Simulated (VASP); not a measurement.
Here is a VASP 6.6.1 calculation.

File POSCAR:

```
Re
1.0
    2.7608000000      0.0000000000      0.0000000000
   -1.3804000000      2.3909229348      0.0000000000
    0.0000000000      0.0000000000      4.4582000000
Re
2
Direct
    0.6666666667      0.3333333333      0.7500000000
    0.3333333333      0.6666666667      0.2500000000
```

INCAR.step1

```
  PREC = Accurate
  ENCUT = 520
  EDIFF = 1E-5
  ISMEAR = -1
  SIGMA = 0.05
  LREAL = False
  LASPH = True
  NELM = 100
  ALGO = Normal
  ISIF = 2
  LWAVE = True
  NBANDS = 14
  GGA = PE
```

Contents of INCAR.step2:

```
  PREC = Accurate
  ENCUT = 520
  EDIFF = 1E-7
  ISMEAR = -1
  SIGMA = 0.05
  LREAL = False
  LASPH = True
  NELM = 100
  ALGO = Normal
  ISIF = 2
  LWAVE = False
  LCHARG = True
  METAGGA = R2SCAN
  LHFCALC = True
  AEXX = 0.5
  LMIXTAU = True
  PRECFOCK = Normal
  LELF = True
  LVHAR = True
  NBANDS = 14
  ISTART = 1
```

The input KPOINTS:

```
regular mesh
0
Gamma
  6 6 3
```

Potentials or basis: VASP PAW PBE potentials, release 64 (Re).

Run with:

```console
$ cat potpaw_PBE.64/Re/POTCAR > POTCAR
$ cp INCAR.step1 INCAR
$ mpirun -np 1 vasp_std > vasp.out
$ cp INCAR.step2 INCAR
$ mpirun -np 1 vasp_std > vasp.out
```

Q: What does it give for the pressure?

A: -27.9 GPa.

Q: Estimate the band gap on the k mesh.

A: Zero (bands 7 and 8 overlap by 4.68 eV).

Stress tensor (GPa, compression positive):
```
-23.83   0.00   0.00
  0.00 -23.83   0.00
  0.00   0.00 -35.93
```

Caveat: the k points lie up to 0.47 Å⁻¹ apart, too coarse for converged energies and pressures of a metal; the PAW data sets were made with another functional, which shifts forces and pressure a little; spin-orbit coupling is left out, which moves the levels of the heavy elements.
